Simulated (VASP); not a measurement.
Wanted: the native input for a VASP 6.6.1 run.

| Item | Value |
| --- | --- |
| Task | single point |
| Functional | r2SCAN |
| Potentials or basis | VASP PAW PBE potentials, release 64 (Pd) |
| Cutoff | 520 eV |
| k mesh | 14 × 14 × 14 |
| Occupations | fermi-dirac, width 0.1 eV |
| Spin | no spin polarisation |
| Dipole correction | no |
| Further INCAR settings | ALGO = Normal; EDIFF = 1e-06; NBANDS = 11 |

Pd:

```
CELL_PARAMETERS angstrom
-1.55582 1.55582 1.55582
1.55582 -1.55582 1.55582
1.55582 1.55582 -1.55582
ATOMIC_POSITIONS crystal
Pd 0.00000 0.00000 0.00000
```

This isn't the form of Pd at room conditions, which is fcc.

These files were run (other wordings do the same):

POSCAR

```
Pd
1.0
   -1.5558210181      1.5558210181      1.5558210181
    1.5558210181     -1.5558210181      1.5558210181
    1.5558210181      1.5558210181     -1.5558210181
Pd
1
Direct
    0.0000000000      0.0000000000      0.0000000000
```

INCAR.step1

```
SYSTEM = Pd
PREC = Accurate ; ENCUT = 520
ISMEAR = -1 ; SIGMA = 0.1
LREAL = .FALSE. ; LASPH = .TRUE.
NELM = 80 ; NBANDS = 11
GGA = PE ; ALGO = Normal
EDIFF = 1E-4 ; LWAVE = .TRUE.
LCHARG = .FALSE.
```

INCAR.step2

```
SYSTEM = Pd
PREC = Accurate ; ENCUT = 520
EDIFF = 1E-6 ; ISMEAR = -1
SIGMA = 0.1 ; LREAL = .FALSE.
LASPH = .TRUE. ; NELM = 80
ALGO = Normal ; ISIF = 2
LWAVE = .FALSE. ; LCHARG = .FALSE.
METAGGA = R2SCAN ; LMIXTAU = .TRUE.
NBANDS = 11 ; ISTART = 1
```

KPOINTS

```
Automatic mesh
0
G
  14 14 14
  0 0 0
```

Potentials or basis: VASP PAW PBE potentials, release 64 (Pd).

The run is started by

```bash
$ cat potpaw_PBE.64/Pd/POTCAR > POTCAR
$ cp INCAR.step1 INCAR
$ mpirun -np 1 vasp_std > vasp.out
$ cp INCAR.step2 INCAR
$ mpirun -np 1 vasp_std > vasp.out
```

Results of the run:

| Quantity | Value |
| --- | --- |
| Pressure | 0.6 GPa |
| Band gap on the k mesh | zero (bands 5 and 6 overlap by 1.73 eV) |

Caveat: the PAW data sets were made with another functional, which shifts forces and pressure a little.

Run time: 45 s on 1 thread of Intel Xeon 8259CL, with other jobs on the host, peak memory 0.14 GiB.
